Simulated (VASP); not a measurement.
Crystal: Sn2TeO2.

```
Sn Te O
1.0
     8.38951    0.00000    0.00000
     0.00000    8.38951    0.00000
     0.00000    0.00000    3.26315
Sn Te O
4 2 4
Direct
  0.66638 0.16638 0.50000
  0.33362 0.83362 0.50000
  0.16638 0.33362 0.50000
  0.83362 0.66638 0.50000
  0.50000 0.50000 0.00000
  0.00000 0.00000 0.00000
  0.21947 0.71947 0.00000
  0.78053 0.28053 0.00000
  0.71947 0.78053 0.00000
  0.28053 0.21947 0.00000
```

The cell was generated, and may not be a known phase.

- Program: VASP 6.6.1
- Task: relaxation of cell and atoms
- Functional: PBE
- Potentials or basis: VASP PAW PBE potentials, release 64 (Sn_d, Te, O)
- Cutoff: 600 eV
- k mesh: 2 × 2 × 6
- Occupations: gaussian, width 0.1 eV
- Spin: no spin polarisation

At the start: pressure 0.4 GPa; volume 22.97 Å³/atom.

Question: Where does the relaxation end?

Answer: Over 10 steps the energy falls by 4.1 meV/atom and the volume is 22.24 Å³/atom (-3.2 %); space group P4/mbm (No. 127, to 0.1 Å) before and after.

Step by step:
| step | energy change (eV) | largest force (eV/Å) | pressure (GPa) | volume (Å³) |
| --- | --- | --- | --- | --- |
| 1 | 0.0000 | 0.0548 | 0.39 | 229.67 |
| 2 | -0.0051 | 0.0998 | -0.34 | 231.52 |
| 3 | -0.0051 | 0.0870 | -0.27 | 231.34 |
| 4 | -0.0114 | 0.0545 | -0.33 | 231.12 |
| 5 | -0.0224 | 0.0662 | -0.44 | 230.42 |
| 6 | -0.0292 | 0.1424 | 0.01 | 227.37 |
| 7 | -0.0299 | 0.1703 | 0.17 | 226.27 |
| 8 | -0.0348 | 0.1341 | 0.10 | 225.12 |
| 9 | -0.0395 | 0.0550 | -0.02 | 222.39 |
| 10 | -0.0408 | 0.0374 | -0.03 | 222.35 |

Final structure:
```xyz
10
Lattice="8.1238 0.0000 0.0000 0.0000 8.1238 0.0000 0.0000 0.0000 3.3691" Properties=species:S:1:pos:R:3 pbc="T T T"
Sn    5.4134    1.3515    1.6846
Sn    2.7104    6.7724    1.6846
Sn    1.3515    2.7104    1.6846
Sn    6.7724    5.4134    1.6846
Te    4.0619    4.0619    0.0000
Te    0.0000    0.0000    0.0000
O     1.7653    5.8272    0.0000
O     6.3585    2.2966    0.0000
O     5.8272    6.3585    0.0000
O     2.2966    1.7653    3.3691
```

Caveat: the k points lie up to 0.39 Å⁻¹ apart in the final cell.
